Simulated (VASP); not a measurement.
Here is a VASP 6.6.1 calculation.

Contents of INCAR:

```
PREC = Accurate
ENCUT = 520
EDIFF = 1E-6
ISMEAR = 0
SIGMA = 0.1
LREAL = F
LASPH = T
NELM = 80
ALGO = Normal
ISIF = 2
LWAVE = F
LCHARG = F
GGA = PE
NBANDS = 46
```

The input KPOINTS:

```
regular mesh
0
Gamma
  3 3 6
```

File POSCAR:

```
K3BaF5
1.0
    7.9913322203      0.0000000000      0.0000000000
   -3.9956661101      6.9206967129      0.0000000000
    0.0000000000      0.0000000000      3.5199164081
K Ba F
3 1 5
Direct
    0.4844911111      0.0000000000      0.5000000000
    0.5155088889      0.5155088889      0.5000000000
    0.0000000000      0.4844911111      0.5000000000
    0.0000000000      0.0000000000      0.5000000000
    0.2296879427      0.0000000000      0.0000000000
    0.0000000000      0.2296879427      0.0000000000
    0.6666666667      0.3333333333      0.0000000000
    0.3333333333      0.6666666667      0.0000000000
    0.7703120573      0.7703120573      0.0000000000
```

Potentials or basis: VASP PAW PBE potentials, release 64 (K_sv, Ba_sv, F).

The run is started by

```console
$ cat potpaw_PBE.64/K_sv/POTCAR potpaw_PBE.64/Ba_sv/POTCAR potpaw_PBE.64/F/POTCAR > POTCAR
$ mpirun -np 1 vasp_std > vasp.out
```

Task: What does it give for the band gap on the k mesh?

Result: 4.18 eV, direct.

Task: What does it give for the largest force?

Result: 0.164 eV/Å.

Stress tensor (GPa, compression positive):
```
0.58 0.00 0.00
0.00 0.58 0.00
0.00 0.00 0.77
```

Caveat: spin-orbit coupling is left out, which moves the levels of the heavy elements. A k mesh can miss the band edges.
